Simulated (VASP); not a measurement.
## B5C2: single point with PBE

The system is B5C2.

```xyz
14
Lattice="4.1008 -2.7610 0.0538 4.1008 2.7610 0.0538 -2.1507 0.0000 4.2419" Properties=species:S:1:pos:R:3 pbc="T T T"
B     4.0924   -1.3221    0.9653
B     1.9585   -1.3221    3.3841
B     1.9585    1.3221    3.3841
B     4.0924    1.3221    0.9653
B     6.8112    0.8909    0.1164
B    -0.7604   -0.8909    4.2330
B     6.8112   -0.8909    0.1164
B    -0.7604    0.8909    4.2330
B     5.0281    0.0000    2.9559
B     1.0228    0.0000    1.3935
C     3.8491    0.0000    1.8374
C     2.2018    0.0000    2.5120
C     7.4685    0.0000    1.5426
C    -1.4176    0.0000    2.8068
```

* Program: VASP 6.6.1
* Task: single point
* Functional: PBE
* Potentials or basis: VASP PAW PBE potentials, release 64 (B, C)
* Cutoff: 520 eV
* k mesh: 4 × 4 × 4
* Occupations: gaussian, width 0.2 eV
* Spin: no spin polarisation

```yaml
Pressure: -0.1 GPa
Largest_force: 0.023 eV/Å
Band_gap_on_the_k_mesh: 2.53 eV, indirect (least direct gap 2.92 eV)
```

Forces on the atoms (eV/Å):
```
B   -0.011  0.014  0.006
B    0.011  0.014 -0.006
B    0.011 -0.014 -0.006
B   -0.011 -0.014  0.006
B   -0.021  0.009  0.004
B    0.021 -0.009 -0.004
B   -0.021 -0.009  0.004
B    0.021  0.009 -0.004
B   -0.016  0.000 -0.008
B    0.016  0.000  0.008
C    0.009  0.000 -0.007
C   -0.009  0.000  0.007
C    0.017  0.000  0.002
C   -0.017  0.000 -0.002
```

Stress tensor (GPa, compression positive):
```
-0.22  0.00 -0.01
 0.00 -0.10  0.00
-0.01  0.00 -0.02
```

Levels at points of the mesh, in eV from the valence-band top:
```tsv
k point	band 21	band 22	band 23	band 24	band 25	band 26
(0.00, 0.00, 0.00)	-1.16	-0.23	0.00	5.00	5.32	5.50
(0.50, 0.00, 0.00)	-2.07	-0.95	-0.74	2.79	3.71	4.29
(0.50, 0.50, 0.00)	-1.82	-1.36	-1.23	2.53	3.86	5.18
(0.00, 0.00, 0.50)	-1.87	-1.39	-0.12	2.92	3.83	4.61
(0.50, 0.00, 0.50)	-1.58	-1.02	-0.61	2.96	3.56	4.93
(0.50, 0.50, 0.50)	-1.04	-1.02	-0.33	2.59	2.74	4.03
```

It took 48 s on 1 thread of Intel(R) Xeon(R) 6975P-C (Granite Rapids), on a shared host, peak memory 0.24 GiB.

A k mesh can miss the band edges. PBE gaps usually lie below the measured ones, often by a third to a half.
